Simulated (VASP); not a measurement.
# SrAlO4 (P-6m2) in VASP: a series of runs

The runs below take SrAlO4 through relaxation of cell and atoms, with PBE.

Program: VASP 6.6.1. These are calculated values, not measurements. Logs are shortened: lines on timing, memory, paths and dates and some standing lists are left out, and cuts for length are marked.

### 1 The cell of the first run

Symmetry: P-6m2, No. 187, hexagonal system. The conventional cell has a = 4.899 Å, b = 4.899 Å, c = 3.946 Å, α = 90.00°, β = 90.00°, γ = 120.00°. Within 3.7 Å of Sr (site symmetry -6m2) lie 3 Al at 2.83 Å and 15 O at 2.83 to 3.15 Å. Al (site symmetry -6m2) has 9 O at 2.41 to 2.83 Å and 3 Sr at 2.83 Å within 3.2 Å. Within 3.2 Å of O (site symmetry -6m2) lie 6 O at 2.45 Å and 3 Al at 2.83 Å and 3 Sr at 2.83 Å. Within 3.2 Å of O (site symmetry mm2) lie 6 O at 2.39 to 2.51 Å and 2 Al at 2.41 Å and 4 Sr at 3.15 Å.

The cell was generated, and may not be a known phase.

### 2 Relaxation of cell and atoms, PBE

Contents of INCAR:

```
ALGO = Normal
EDIFF = 1E-7
EDIFFG = -0.08
ENCUT = 600
GGA = PE
GGA_COMPAT = False
IBRION = 2
ISIF = 3
ISMEAR = 0
LASPH = True
LCHARG = False
LREAL = False
LWAVE = False
NELM = 120
NELMIN = 4
NSW = 36
PREC = Accurate
SIGMA = 0.2
```

Contents of KPOINTS:

```
k-points
0
Gamma
  4 4 4
```

Contents of POSCAR:

```
SrAlO4
1.0
    4.8986713600      0.0000000000      0.0000000000
   -2.4493356800      4.2423738400      0.0000000000
    0.0000000000      0.0000000000      3.9460466400
Sr Al O
1 1 4
Direct
    0.0000000000      0.0000000000      0.0000000000
    0.3333333300      0.6666666700      0.0000000000
    0.6666666700      0.3333333300      0.0000000000
    0.0077680100      0.5038840100      0.5000000000
    0.4961159900      0.9922319900      0.5000000000
    0.4961159900      0.5038840100      0.5000000000
```

Potentials or basis: VASP PAW PBE potentials, release 64 (Sr_sv, Al, O).

Command:

```console
> cat potpaw_PBE.64/Sr_sv/POTCAR potpaw_PBE.64/Al/POTCAR potpaw_PBE.64/O/POTCAR > POTCAR
> mpirun -np 1 vasp_std > vasp.out
```

OUTCAR:

```text
EDIFF = 1E-7
   EDIFFG = -0.08
   ENCUT = 600
   GGA = PE
   IBRION = 2
   ISIF = 3
   ISMEAR = 0
   LASPH = True
   LREAL = False
   NELM = 120
   NELMIN = 4
   NSW = 36
   PREC = Accurate

 ion  position               nearest neighbor table
   1  0.000  0.000  0.000-   2 2.83   3 2.83   2 2.83   3 2.83   3 2.83   2 2.83   4 3.15   4 3.15
                             5 3.15   5 3.15   6 3.15   6 3.15   6 3.15   6 3.15   4 3.15   4 3.15
   2  0.333  0.667  0.000-   5 2.41   5 2.41   6 2.41   6 2.41   4 2.41   4 2.41   1 2.83   1 2.83
                             1 2.83
   3  0.667  0.333  0.000-   1 2.83   1 2.83   1 2.83
   4  0.008  0.504  0.500-   2 2.41   2 2.41   1 3.15   1 3.15   1 3.15   1 3.15
   5  0.496  0.992  0.500-   2 2.41   2 2.41   1 3.15   1 3.15   1 3.15   1 3.15
   6  0.496  0.504  0.500-   2 2.41   2 2.41   1 3.15   1 3.15   1 3.15   1 3.15

  LATTYP: Found a hexagonal cell.
 ALAT       =     4.8986713600
 C/A-ratio  =     0.8055340622

  Lattice vectors:

 A1 = (   4.8986713600,   0.0000000000,   0.0000000000)
 A2 = (  -2.4493356800,   4.2423738400,   0.0000000000)
 A3 = (   0.0000000000,   0.0000000000,   3.9460466400)

Analysis of symmetry for initial positions (statically):
=====================================================================
 Subroutine PRICEL returns:
 Original cell was already a primitive cell.

 Routine SETGRP: Setting up the symmetry group for a
 hexagonal supercell.

 Subroutine GETGRP returns: Found 12 space group operations
 (whereof 12 operations were pure point group operations)
 out of a pool of 24 trial point group operations.

The static configuration has the point symmetry D_3h.

Analysis of symmetry for dynamics (positions and initial velocities):
=====================================================================
 Subroutine PRICEL returns:
 Original cell was already a primitive cell.

 Routine SETGRP: Setting up the symmetry group for a
 hexagonal supercell.

 Subroutine GETGRP returns: Found 12 space group operations
 (whereof 12 operations were pure point group operations)
 out of a pool of 24 trial point group operations.

The dynamic configuration has the point symmetry D_3h.

 Subroutine INISYM returns: Found 12 space group operations
 (whereof 12 operations are pure point group operations),
 and found     1 'primitive' translations

----------------------------------------------------------------------------------------

                                     Primitive cell

  volume of cell :      82.0067

  direct lattice vectors                    reciprocal lattice vectors
     4.898671360  0.000000000  0.000000000     0.204136985  0.117858543  0.000000000
    -2.449335680  4.242373840  0.000000000     0.000000000  0.235717086  0.000000000
     0.000000000  0.000000000  3.946046640     0.000000000  0.000000000  0.253418191

  length of vectors
     4.898671360  4.898671358  3.946046640     0.235717086  0.235717086  0.253418191

  position of ions in fractional coordinates (direct lattice)
     0.000000000  0.000000000  0.000000000
     0.333333330  0.666666670  0.000000000
     0.666666670  0.333333330  0.000000000
     0.007768010  0.503884010  0.500000000
     0.496115990  0.992231990  0.500000000
     0.496115990  0.503884010  0.500000000

  ion indices of the primitive-cell ions
   primitive index   ion index
                 1           1
                 2           2
                 3           3
                 4           4
                 5           5
                 6           6

----------------------------------------------------------------------------------------

 KPOINTS: k-points

Automatic generation of k-mesh.
 Grid dimensions read from file:
 generate k-points for:    4    4    4

 Generating k-lattice:

  Cartesian coordinates                     Fractional coordinates (reciprocal lattice)
     0.051034246  0.029464636  0.000000000     0.250000000  0.000000000  0.000000000
     0.000000000  0.058929272  0.000000000     0.000000000  0.250000000  0.000000000
     0.000000000  0.000000000  0.063354548     0.000000000  0.000000000  0.250000000

  Length of vectors
     0.058929272  0.058929272  0.063354548

  Shift w.r.t. Gamma in fractional coordinates (k-lattice)
     0.000000000  0.000000000  0.000000000

 Subroutine IBZKPT returns following result:
 ===========================================

 Found     12 irreducible k-points:

 Following reciprocal coordinates:
            Coordinates               Weight
  0.000000  0.000000  0.000000      1.000000
  0.250000 -0.000000  0.000000      6.000000
  0.500000 -0.000000  0.000000      3.000000
  0.250000  0.250000  0.000000      6.000000
  0.000000  0.000000  0.250000      2.000000
  0.250000 -0.000000  0.250000     12.000000
  0.500000 -0.000000  0.250000      6.000000
  0.250000  0.250000  0.250000     12.000000
  0.000000  0.000000  0.500000      1.000000
  0.250000 -0.000000  0.500000      6.000000
  0.500000 -0.000000  0.500000      3.000000
  0.250000  0.250000  0.500000      6.000000
   k-points           NKPTS =     12   k-points in BZ     NKDIM =     12   number of bands    NBANDS=     22
   number of dos      NEDOS =    301   number of ions     NIONS =      6
   total plane-waves  NPLWV =  51200
   dimension x,y,z NGX =    40 NGY =   40 NGZ =   32
   dimension x,y,z NGXF=    80 NGYF=   80 NGZF=   64
   ions per type =               1   1   4
   NGX,Y,Z   is equivalent  to a cutoff of  13.57, 13.57, 13.48 a.u.
   NGXF,Y,Z  is equivalent  to a cutoff of  27.15, 27.15, 26.96 a.u.
 SYSTEM =  unknown system
   PREC   = accura    normal or accurate (medium, high low for compatibility)
   ISTART =      0    job   : 0-new  1-cont  2-samecut
   ICHARG =      2    charge: 1-file 2-atom 10-const
   ISPIN  =      1    spin polarized calculation?
   LNONCOLLINEAR =      F non collinear calculations
   LSORBIT =      F    spin-orbit coupling
   LASPH  =      T    aspherical Exc in radial PAW
   ENCUT  =  600.0 eV  44.10 Ry    6.64 a.u.   9.78  9.78  7.88*2*pi/ulx,y,z
   NELM   =    120;   NELMIN=  4; NELMDL= -5     # of ELM steps
   EDIFF  = 0.1E-06   stopping-criterion for ELM
   LREAL  =      F    real-space projection
   EDIFFG = -.8E-01   stopping-criterion for IOM
   NSW    =     36    number of steps for IOM
   IBRION =      2    ionic relax: 0-MD 1-quasi-New 2-CG
   NFREE  =      1    steps in history (QN), initial steepest desc. (CG)
   ISIF   =      3    stress and relaxation
   ISYM   =      2    0-nonsym 1-usesym 2-fastsym
   POTIM  = 0.5000    time-step for ionic-motion
   TEBEG  =    0.0;   TEEND  =   0.0 temperature during run
   PSTRESS=    0.0 pullay stress
   NELECT =      37.0000    total number of electrons
   NUPDOWN=      -1.0000    fix difference up-down
   EMIN   =  10.00;   EMAX   =-10.00  energy-range for DOS
   EFERMI =   0.00;   METHOD = LEGACY
   ISMEAR =     0;   SIGMA  =   0.20  broadening in eV -4-tet -1-fermi 0-gaus
   EFERMI_NEDOS =   21; number of points for ismear=-14 and -15
   IALGO  =     38    algorithm
   IMIX   =      4    mixing-type and parameters
     AMIX     =   0.40;   BMIX     =  1.00
     AMIX_MAG =   1.60;   BMIX_MAG =  1.00
  volume/ion in A,a.u.               =      13.67        92.23
  Fermi-wavevector in a.u.,A,eV,Ry     =   1.255622  2.372782 21.450763  1.576587
  Thomas-Fermi vector in A             =   2.389370
   LORBIT       =      0    0 simple, 1 ext, 2 COOP (PROOUT), +10 PAW based schemes
   GGA     = PE    functional components
   LHFCALC =     F    Hartree Fock is set to
   AEXX    =    0.0000 exact exchange contribution
   IVDW    =     0    specifies the selected vdW correction
   LEPSILON=     F    determine dielectric tensor
   LRPA    =     F    only Hartree local field effects (RPA)
 conjugate gradient relaxation of ions
 non-spin polarized calculation
 Gauss-broadening in eV      SIGMA  =   0.20
  energy-cutoff  :      600.00
  volume of cell :       82.01
 maximum number of plane-waves:      2758
 NGX is ok and might be reduce to    40
   NGX = 19   NGY = 19   NGZ = 15

--------------------------------------- Ionic step        1  -------------------------------------------

 number of electron      36.9999998 magnetization

 Free energy of the ion-electron system (eV)
  ---------------------------------------------------
  ext. energy  EPLUGINS =         0.00000000
  ---------------------------------------------------
  free energy    TOTEN  =       -25.40428551 eV

  energy without entropy =      -25.28441180  energy(sigma->0) =      -25.34434865

------------------------ aborting loop because EDIFF is reached ----------------------------------------

  FORCE on cell =-STRESS in cart. coord.  units (eV):
  Direction    XX          YY          ZZ          XY          YZ          ZX
  --------------------------------------------------------------------------------------
  -------------------------------------------------------------------------------------
  Total       -0.3056531     -0.3056531    -16.7746610      0.0000000      0.0000000      0.0000000
  in kB       -5.9715892     -5.9715892   -327.7290055      0.0000000      0.0000000      0.0000000
  external PRESSURE =    -113.2240613 kB  Pullay stress =       0.0000000 kB
[... 67 lines left out ...]
--------------------------------------- Ionic step        3  -------------------------------------------

 number of electron      37.0000005 magnetization

 E-fermi :  11.8648     XC(G=0): -14.1084

 val. band max:       11.8643545673   @ k =   0.2500  -0.0000   0.0000
 cond. band min:      11.8937968331   @ k =   0.5000  -0.0000   0.0000
 fundamental gap:      0.0294422658
 Fermi energy:        11.8647921454

 k-point     1 :       0.0000    0.0000    0.0000
  band No.  band energies     occupation
      1     -29.3025      2.00000
      2     -15.7183      2.00000
      3     -11.6245      2.00000
      4     -11.6245      2.00000
      5      -9.4633      2.00000
      6      -9.4633      2.00000
[... 322 lines left out ...]
  FREE ENERGIE OF THE ION-ELECTRON SYSTEM (eV)
  ---------------------------------------------------
  free  energy   TOTEN  =        10.5218506464 eV

  energy  without entropy=       10.6579926081  energy(sigma->0) =       10.58992163

[... ionic steps 4 to 10 ...]

--------------------------------------- Ionic step       11  -------------------------------------------

 number of electron      37.0000009 magnetization

------------------------ aborting loop because EDIFF is reached ----------------------------------------
[... 75 lines left out ...]
--------------------------------------- Ionic step       13  -------------------------------------------

 number of electron      37.0000001 magnetization

 Free energy of the ion-electron system (eV)
  ---------------------------------------------------
  ext. energy  EPLUGINS =         0.00000000
  ---------------------------------------------------
  free energy    TOTEN  =       -30.21239658 eV

  energy without entropy =      -30.14974546  energy(sigma->0) =      -30.18107102

 E-fermi :   4.6190     XC(G=0): -10.7917

 val. band max:        4.6095370951   @ k =   0.5000  -0.0000   0.0000
 cond. band min:       4.7036122949   @ k =   0.0000   0.0000   0.2500
 fundamental gap:      0.0940751998
 Fermi energy:         4.6189513671

 k-point     1 :       0.0000    0.0000    0.0000
  band No.  band energies     occupation
      1     -31.9435      2.00000
      2     -15.1567      2.00000
      3     -13.7744      2.00000
      4     -13.7744      2.00000
      5     -12.8097      2.00000
      6     -12.8097      2.00000
[... 322 lines left out ...]
  FREE ENERGIE OF THE ION-ELECTRON SYSTEM (eV)
  ---------------------------------------------------
  free  energy   TOTEN  =       -30.2123965796 eV

  energy  without entropy=      -30.1497454607  energy(sigma->0) =      -30.18107102

 reached required accuracy - stopping structural energy minimisation
```

Wall time 13 min (1 thread of Intel Xeon 8259CL, shared host); peak memory 0.24 GiB.

What came out:

| Property | Result |
| --- | --- |
| Free energy | -30.2124 eV |
| Relaxed volume | 11.71 Å³/atom |
| Relaxed cell | a = 5.306 Å, b = 5.306 Å, c = 2.882 Å, α = 90.00°, β = 90.00°, γ = 120.00° |
| Space group after relaxing (to 0.1 Å) | P-6m2 (No. 187) |
| Pressure after relaxing | -0.1 GPa |
| Band gap on the k mesh | zero (an odd number of electrons rules out a gap without spin polarisation) |

Final structure:
```xyz
6
Lattice="5.3062 0.0000 0.0000 -2.6531 4.5953 0.0000 0.0000 0.0000 2.8817" Properties=species:S:1:pos:R:3 pbc="T T T"
Sr    0.0000    0.0000    0.0000
Al    0.0000    3.0635    0.0000
O     2.6531    1.5318    0.0000
O    -1.1589    2.3944    1.4408
O     0.0000    4.4017    1.4408
O     1.1589    2.3944    1.4408
```

Caveat: the k points lie up to 0.55 Å⁻¹ apart in the final cell, too coarse for converged energies and pressures of a metal; a cell axis changed by over 15 % at a fixed basis, so the end point is rough; an odd number of electrons without spin polarisation forces a metal; a magnetic or distorted state may lie lower.

### 3 Relaxation of cell and atoms, PBE

This run uses another cell than the first one, of 15.16 Å³/atom.

Contents of INCAR:

```
ALGO     = Normal         # electronic algorithm
EDIFF    = 1E-7           # SCF threshold, eV
EDIFFG   = -0.08          # ionic threshold
ENCUT    = 600            # plane-wave cutoff, eV
GGA      = PE             # functional
GGA_COMPAT= F            
IBRION   = 2              # ionic algorithm
ISIF     = 3              # what is computed and relaxed
ISMEAR   = 0              # smearing method
LASPH    = T              # aspherical terms in the spheres
LCHARG   = F              # write CHGCAR
LREAL    = F              # projectors in reciprocal space
LWAVE    = F              # write WAVECAR
NELM     = 120            # most SCF steps
NELMIN   = 4            
NSW      = 36             # ionic steps
PREC     = Accurate       # precision mode
SIGMA    = 0.2            # smearing width, eV
```

KPOINTS is that of step 2.

Contents of POSCAR:

```
SrAlO4
1.0
    5.0974725100      0.0000000000      0.0000000000
   -2.5487362600      4.4145406900      0.0000000000
    0.0000000000      0.0000000000      4.0419835500
Sr Al O
1 1 4
Direct
    0.6666666700      0.3333333300      0.0000000000
    0.0000000000      0.0000000000      0.0000000000
    0.3333333300      0.6666666700      0.0000000000
    0.6659166600      0.8329583300      0.5000000000
    0.1670416700      0.8329583300      0.5000000000
    0.1670416700      0.3340833400      0.5000000000
```

Potentials or basis: VASP PAW PBE potentials, release 64 (Sr_sv, Al, O).

Command:

```console
> cat potpaw_PBE.64/Sr_sv/POTCAR potpaw_PBE.64/Al/POTCAR potpaw_PBE.64/O/POTCAR > POTCAR
> mpirun -np 1 vasp_std > vasp.out
```

Run time: 19 min. Hardware: 1 thread of Intel Xeon 8259CL, shared host; peak memory 0.26 GiB.

The run converged. Its results:

| Item | Value |
| --- | --- |
| Free energy | -30.2239 eV |
| Relaxed volume | 11.69 Å³/atom |
| Relaxed cell | a = 5.306 Å, b = 5.306 Å, c = 2.878 Å, α = 90.00°, β = 90.00°, γ = 120.00° |
| Space group after relaxing (to 0.1 Å) | P-6m2 (No. 187) |
| Pressure after relaxing | 0.1 GPa |
| Largest force after relaxing | 0.011 eV/Å |
| Band gap on the k mesh | zero (an odd number of electrons rules out a gap without spin polarisation) |

Forces on the atoms (eV/Å):
```
Sr   0.000  0.000  0.000
Al   0.000  0.000  0.000
O    0.000  0.000  0.000
O   -0.009 -0.005  0.000
O    0.009 -0.005  0.000
O    0.000  0.011  0.000
```

Stress tensor (GPa, compression positive):
```
 0.43  0.00  0.00
 0.00  0.43  0.00
 0.00  0.00 -0.53
```

Final structure:
```
CELL_PARAMETERS angstrom
5.30555 0.00000 0.00000
-2.65278 4.59474 0.00000
0.00000 0.00000 2.87774
ATOMIC_POSITIONS crystal
Sr 0.66667 0.33333 0.00000
Al 0.00000 0.00000 0.00000
O 0.33333 0.66667 0.00000
O 0.70882 0.85441 0.50000
O 0.14559 0.85441 0.50000
O 0.14559 0.29118 0.50000
```

Levels at points of the mesh, in eV from the Fermi level:
```tsv
k point	band 15	band 16	band 17	band 18	band 19	band 20	band 21	band 22
(0.00, 0.00, 0.00)	-2.05	-2.05	-1.22	-0.31	0.09	0.09	0.41	2.16
(0.50, 0.00, 0.00)	-2.15	-2.07	-1.53	-0.61	-0.01	0.45	0.82	3.08
(0.00, 0.00, 0.50)	-0.91	-0.91	-0.90	-0.67	-0.67	-0.44	3.60	3.60
(0.50, 0.00, 0.50)	-3.04	-1.90	-1.17	-0.85	-0.71	0.84	1.98	3.28
```

Caveat: the k points lie up to 0.55 Å⁻¹ apart in the final cell, too coarse for converged energies and pressures of a metal; the volume moved by over 15 % at a fixed basis, so the end points are rough; an odd number of electrons without spin polarisation forces a metal; a magnetic or distorted state may lie lower.

The gap in the log of VASP goes by the Fermi energy; the results here count the filled bands.